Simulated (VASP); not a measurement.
A run of VASP 6.6.1 is set up as follows.

The input INCAR:

```
  PREC = Accurate
  ENCUT = 520
  EDIFF = 1E-6
  ISMEAR = 0
  SIGMA = 0.2
  LREAL = False
  LASPH = True
  NELM = 150
  ALGO = Normal
  ISIF = 2
  LWAVE = False
  LCHARG = False
  ISPIN = 2
  MAGMOM = 0 0 0 0 0.68 0 0 0
  LORBIT = 11
  LMAXMIX = 4
  GGA = PE
  NBANDS = 48
```

KPOINTS

```
Automatic mesh
0
Gamma
  8 4 4
```

File POSCAR:

```
CoSi4Ru3
1.0
    0.0000000000      0.0000000000      2.9240510000
    5.7951859000      0.0000000000      0.0000000000
    0.0000000000      5.7951859000      0.0000000000
Si Co Ru
4 1 3
Direct
    0.5000000000      0.7446370000      0.7446370000
    0.5000000000      0.7446370000      0.2553630000
    0.5000000000      0.2553630000      0.7446370000
    0.5000000000      0.2553630000      0.2553630000
    0.0000000000      0.5000000000      0.5000000000
    0.0000000000      0.0000000000      0.0000000000
    0.0000000000      0.0000000000      0.5000000000
    0.0000000000      0.5000000000      0.0000000000
```

Potentials or basis: VASP PAW PBE potentials, release 64 (Si, Co, Ru_pv).

Launch:

```console
$ cat potpaw_PBE.64/Si/POTCAR potpaw_PBE.64/Co/POTCAR potpaw_PBE.64/Ru_pv/POTCAR > POTCAR
$ mpirun -np 1 vasp_std > vasp.out
```

(1) What does it give for the largest force?

(2) Predict the net moment.

## Answers

(1) 0.069 eV/Å.

(2) 0.00 μB per cell.
